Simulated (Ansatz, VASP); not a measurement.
# One calculation of Mg4H, two programs

```
Mg H
1.0
     6.42014    0.00000    0.00000
     0.00000    5.13791    0.00000
     0.00000    0.00000   21.66448
Mg H
8 2
Direct
  0.00000 0.75000 0.18463
  0.50000 0.75000 0.18463
  0.25000 0.25000 0.22741
  0.75000 0.25000 0.22741
  0.25000 0.75000 0.31732
  0.75000 0.75000 0.31732
  0.00000 0.25000 0.35378
  0.50000 0.25000 0.35378
  0.65802 0.08333 0.49226
  0.84198 0.08333 0.49226
```

Alike in both runs: task single point; functional PBE; k mesh 4 × 5 × 1; occupations gaussian, width 0.1 eV; no spin polarisation.

```csv
,VASP,Ansatz
version,VASP 6.6.1,Ansatz 0.2.0
potentials or method,"VASP PAW PBE potentials, release 64 (Mg, H), cutoff 520 eV","scalar-relativistic, plane waves, PAW"
valence electrons in the cell,18,82
```

Ansatz gave:

| Item | Value |
| --- | --- |
| gap on the k mesh at the Fermi level (eV) | none |
| rms of the force components (eV/Å) | 1.143 |

Question: Estimate VASP's values.

Answer: gap on the k mesh at the Fermi level (eV): none; rms of the force components (eV/Å): 1.144.

Atom by atom the forces differ by 0.003 eV/Å (rms over components). A gap of «none» marks a metal or a gap that the smearing closes. VASP's potentials hold 18 valence electrons a cell and Ansatz's 82, so a difference there can come from the potentials and not from the codes. Ansatz's warnings: xc potential rough in thin density.
